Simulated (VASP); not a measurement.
Write the native input for VASP 6.6.1 that does the following.

```yaml
Task: single point
Functional: PBE
Potentials_or_basis: VASP PAW PBE potentials, release 64 (Na_pv)
Cutoff: 520 eV
k_mesh: 18 × 18 × 18
Occupations: gaussian, width 0.15 eV
Spin: no spin polarisation
Dipole_correction: no
Further_INCAR_settings: ALGO = Fast; EDIFF = 1e-06; NBANDS = 10
```

The structure of Na lies in POSCAR:

```
Na
1.0
   -1.8865730051      1.8865730051      2.6676142292
    1.8865730051     -1.8865730051      2.6676142292
    1.8865730051      1.8865730051     -2.6676142292
Na
1
Direct
    0.0000000000      0.0000000000      0.0000000000
```

This isn't the form of Na at room conditions, which is bcc.

This cell differs from its parent crystal: ratio of the length along z to the lengths across it x 1.414, volume and fractional coordinates fixed.

These files were run (other wordings do the same):

INCAR

```
ALGO = Fast
EDIFF = 1E-6
ENCUT = 520
GGA = PE
ISIF = 2
ISMEAR = 0
LASPH = True
LCHARG = True
LELF = True
LREAL = False
LVHAR = True
LWAVE = False
NBANDS = 10
NELM = 60
PREC = Accurate
SIGMA = 0.15
```

KPOINTS

```
k-points
0
Gamma
  18 18 18
```

Potentials or basis: VASP PAW PBE potentials, release 64 (Na_pv).

Launch:

```sh
$ cat potpaw_PBE.64/Na_pv/POTCAR > POTCAR
$ mpirun -np 1 vasp_std > vasp.out
```

Results of the run:

The pressure is -0.3 GPa and the band gap on the k mesh is zero (an odd number of electrons rules out a gap without spin polarisation).

Run time: 110 s on 1 thread of Intel(R) Xeon(R) Platinum 8259CL CPU @ 2.50GHz (Skylake/Cascade Lake), on a shared host, peak memory 0.26 GiB.
